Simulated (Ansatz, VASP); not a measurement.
KP2Ru2: VASP beside Ansatz

The input INCAR:

```
ALGO = Normal ; EDIFF = 1E-6
ENCUT = 520 ; ISIF = 2
ISMEAR = 1 ; LASPH = True
LCHARG = True ; LELF = True
LREAL = False ; LVHAR = True
LWAVE = False ; NBANDS = 32
NELM = 80 ; PREC = Accurate
SIGMA = 0.1
```

File KPOINTS:

```
k-points
0
Gamma
  9 9 9
```

The input POSCAR:

```
KP2Ru2
1.0
   -2.0182249129      2.0182249129      6.2675305644
    2.0182249129     -2.0182249129      6.2675305644
    2.0182249129      2.0182249129     -6.2675305644
K P Ru
1 2 2
Direct
    0.0000000000      0.0000000000      0.0000000000
    0.3387220000      0.3387220000      0.0000000000
    0.6612780000      0.6612780000      0.0000000000
    0.7500000000      0.2500000000      0.5000000000
    0.2500000000      0.7500000000      0.5000000000
```

Input for Ansatz:

```yaml
crystal:
  lattice:
    - [-2.018224912880821, 2.018224912880821, 6.267530564418201]
    - [2.018224912880821, -2.018224912880821, 6.267530564418201]
    - [2.018224912880821, 2.018224912880821, -6.267530564418201]
  atoms:
    - { symbol: K, position: [0.0, 0.0, 0.0] }
    - { symbol: P, position: [0.338722, 0.338722, 0.0] }
    - { symbol: P, position: [0.661278, 0.661278, 0.0] }
    - { symbol: Ru, position: [0.75, 0.25, 0.5] }
    - { symbol: Ru, position: [0.25, 0.75, 0.5] }
basis:
  ecutwfc: 500.0
kpoints:
  mp_grid:
    grid: [9, 9, 9]
hamiltonian:
  xc: lda
  pseudopotentials:
    kind: paw
scf:
  occupations:
    method: cold
output:
  stress: true
```

Alike in both runs: task single point; functional LDA; k mesh 9 × 9 × 9; no spin polarisation.

|  | VASP | Ansatz |
| --- | --- | --- |
| version | VASP 6.6.1 | Ansatz 0.2.0 |
| potentials or method | VASP PAW LDA potentials, release 64 (K_sv, P, Ru_pv), cutoff 520 eV | plane waves, PAW |
| occupations | methfessel-paxton of order 1, width 0.1 eV | cold |
| valence electrons in the cell | 47 | 51 |

Ansatz gave:

| Quantity | Value |
| --- | --- |
| pressure (GPa) | -5.3 |
| traceless stress, the component that is largest in VASP (GPa) | 1.21 |

Q: Which values does VASP return?

A: Pressure (GPa): -5.1; traceless stress, the component that is largest in VASP (GPa): 1.05.

LDA's correlation is that of Perdew and Zunger in VASP and of Perdew and Wang (1992) in Ansatz. VASP's potentials hold 47 valence electrons a cell and Ansatz's 51, so a difference there can come from the potentials and not from the codes.
